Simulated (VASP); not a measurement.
Set up this calculation in VASP 6.6.1, as the native input.

```
Task                   : single point
Functional             : LDA
Potentials or basis    : VASP PAW LDA potentials, release 64 (Co, Mo_sv)
Cutoff                 : 520 eV
k mesh                 : 14 × 14 × 8
Occupations            : fermi-dirac, width 0.05 eV
Spin                   : no spin polarisation
Dipole correction      : no
Further INCAR settings : ALGO = Normal; EDIFF = 1e-06; NBANDS = 18
```

The structure of CoMo lies in POSCAR:

```
CoMo
1.0
    2.6949279053      0.0000000000      0.0000000000
   -1.3474639526      2.3338760273      0.0000000000
    0.0000000000      0.0000000000      4.1836180000
Co Mo
1 1
Direct
    0.6666666667      0.3333333333      0.5000000000
    0.3333333333      0.6666666667      0.0000000000
```

These files were run (other wordings do the same):

INCAR

```
SYSTEM = CoMo
ALGO = Normal ; EDIFF = 1E-6
ENCUT = 520 ; ISIF = 2
ISMEAR = -1 ; LASPH = .True.
LCHARG = .False. ; LREAL = .False.
LWAVE = .False. ; NBANDS = 18
NELM = 100 ; PREC = Accurate
SIGMA = 0.05
```

KPOINTS

```
k-points
0
Gamma
  14 14 8
  0 0 0
```

Potentials or basis: VASP PAW LDA potentials, release 64 (Co, Mo_sv).

Run with:

```console
$ cat potpaw_LDA.64/Co/POTCAR potpaw_LDA.64/Mo_sv/POTCAR > POTCAR
$ mpirun -np 1 vasp_std > vasp.out
```

It gave:

* Pressure: -12.8 GPa

Run time: 51 s on 1 thread of Intel Xeon 6975P-C (shared host), peak memory 0.17 GiB.
